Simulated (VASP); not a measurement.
## SbMo (CsCl type): density of states with LDA

SbMo (CsCl type):

```
CELL_PARAMETERS angstrom
2.75198 0.00000 0.00000
0.00000 2.75198 0.00000
0.00000 0.00000 2.75198
ATOMIC_POSITIONS crystal
Mo 0.00000 0.00000 0.00000
Sb 0.50000 0.50000 0.50000
```

This cell differs from its parent crystal: volume scaled by 0.6.

```yaml
Program: VASP 6.6.1
Task: density of states
Functional: LDA
Potentials_or_basis: VASP PAW LDA potentials, release 64 (Mo_sv, Sb)
Cutoff: 520 eV
k_mesh: 13 × 13 × 13
Occupations: fermi-dirac, width 0.08 eV
Spin: no spin polarisation
Dipole_correction: no
k_mesh_for_the_DOS: 20 × 20 × 20
Occupations_for_the_DOS: tetrahedron
Further_INCAR_settings: ALGO = Normal; EDIFF = 1e-07; NBANDS = 16
```

```json
{
 "Valence electrons inside the program's atomic spheres": "Mo 14.32; Sb 3.38"
}
```

Levels at points of the mesh, in eV from the Fermi level:
| k point | band 7 | band 8 | band 9 | band 10 | band 11 | band 12 | band 13 | band 14 |
| --- | --- | --- | --- | --- | --- | --- | --- | --- |
| (0.00, 0.00, 0.00) | -6.01 | 1.41 | 1.41 | 1.41 | 2.75 | 2.75 | 2.75 | 12.23 |
| (0.50, 0.00, 0.00) | -5.72 | -4.31 | -4.31 | 0.98 | 4.44 | 5.98 | 11.52 | 11.52 |
| (0.50, 0.50, 0.00) | -5.63 | -4.60 | -1.15 | -1.15 | 4.14 | 7.02 | 7.81 | 9.20 |
| (0.50, 0.50, 0.50) | -10.36 | -5.12 | 4.47 | 4.47 | 5.61 | 5.61 | 5.61 | 10.86 |

It took 45 s on 1 thread of AMD EPYC 7R13 Processor (Zen 3), on a shared host, peak memory 0.18 GiB.

Caveat: spin-orbit coupling is left out, which moves the levels of the heavy elements.
